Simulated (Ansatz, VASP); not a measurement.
**One calculation of BeS, two programs**

INCAR

```
  PREC = Accurate
  ENCUT = 600
  EDIFF = 1E-6
  ISMEAR = 0
  SIGMA = 0.02
  LREAL = F
  LASPH = T
  NELM = 120
  ALGO = Normal
  ISIF = 2
  LWAVE = F
  LCHARG = T
  GGA = PE
  LELF = T
  LVHAR = T
  NBANDS = 11
  GGA_COMPAT = F
```

Contents of KPOINTS:

```
Automatic mesh
0
Gamma
  8 8 8
```

POSCAR

```
BeS
1.0
    0.0000000000      2.4328307700      2.4328307700
    2.4328307700      0.0000000000      2.4328307700
    2.4328307700      2.4328307700      0.0000000000
Be S
1 1
Direct
    0.0000000000      0.0000000000      0.0000000000
    0.2500000000      0.2500000000      0.2500000000
```

Input for Ansatz:

```yaml
crystal:
  lattice:
    - [0.0, 2.43283077, 2.43283077]
    - [2.43283077, 0.0, 2.43283077]
    - [2.43283077, 2.43283077, 0.0]
  atoms:
    - { symbol: Be, position: [0.0, 0.0, 0.0] }
    - { symbol: S, position: [0.25, 0.25, 0.25] }
basis:
  ecutwfc: 420
kpoints:
  mp_grid: { grid: [8, 8, 8] }
  band_path:
    path:
      - [[0.0, 0.0, 0.0], [-0.5, -0.5, 0.0], [-0.375, -0.375, 0.25]]
      - [[-0.375, 0.0, 0.375], [0.0, 0.0, 0.0], [0.0, 0.0, 0.5], [-0.5, -0.25, 0.25], [-0.5, -0.5, 0.0]]
    npoints: 12
hamiltonian:
  xc: pbe
scf:
  occupations: { method: gaussian, width: 0.02 }
  n_extra_bands: 6
output:
  forces: true
  stress: true
  eigenvalues: true
```

Alike in both runs: task single point; functional PBE; k mesh 8 × 8 × 8; occupations gaussian, width 0.02 eV; no spin polarisation.

|  | VASP | Ansatz |
| --- | --- | --- |
| version | VASP 6.6.1 | Ansatz 0.2.0 |
| potentials or method | VASP PAW PBE potentials, release 64 (Be, S), cutoff 600 eV | scalar-relativistic, plane waves, PAW |
| valence electrons in the cell | 8 | 8 |

|  | VASP | Ansatz | Ansatz less VASP |
| --- | --- | --- | --- |
| gap on the k mesh at the Fermi level (eV) | 3.13 | 3.13 | -0.001 |
| least direct gap on the mesh (eV) | 5.67 | 5.66 | -0.018 |
| pressure (GPa) | 0.7 | 0.6 | -0.04 |
